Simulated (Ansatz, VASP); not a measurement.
# Two plane-wave programs on Rb

```xyz
2
Lattice="5.4087 0.0000 0.0000 -2.7044 4.6841 0.0000 0.0000 0.0000 8.9182" Properties=species:S:1:pos:R:3 pbc="T T T"
Rb    0.0000    3.1227    2.2296
Rb    2.7044    1.5614    6.6887
```

Alike in both runs: task single point; functional RPBE; k mesh 8 × 8 × 4; occupations fermi-dirac, width 0.1 eV; no spin polarisation.

|  | VASP | Ansatz |
| --- | --- | --- |
| version | VASP 6.6.1 | Ansatz 0.2.0 |
| potentials or method | VASP PAW PBE potentials, release 64 (Rb_sv), cutoff 520 eV | plane waves (420 eV) with PAW, scalar-relativistic |
| valence electrons in the cell | 18 | 18 |

|  | VASP | Ansatz | Ansatz less VASP |
| --- | --- | --- | --- |
| pressure (GPa) | -0.2 | -0.2 | 0.00 |

VASP's potentials were made for PBE, not for RPBE.
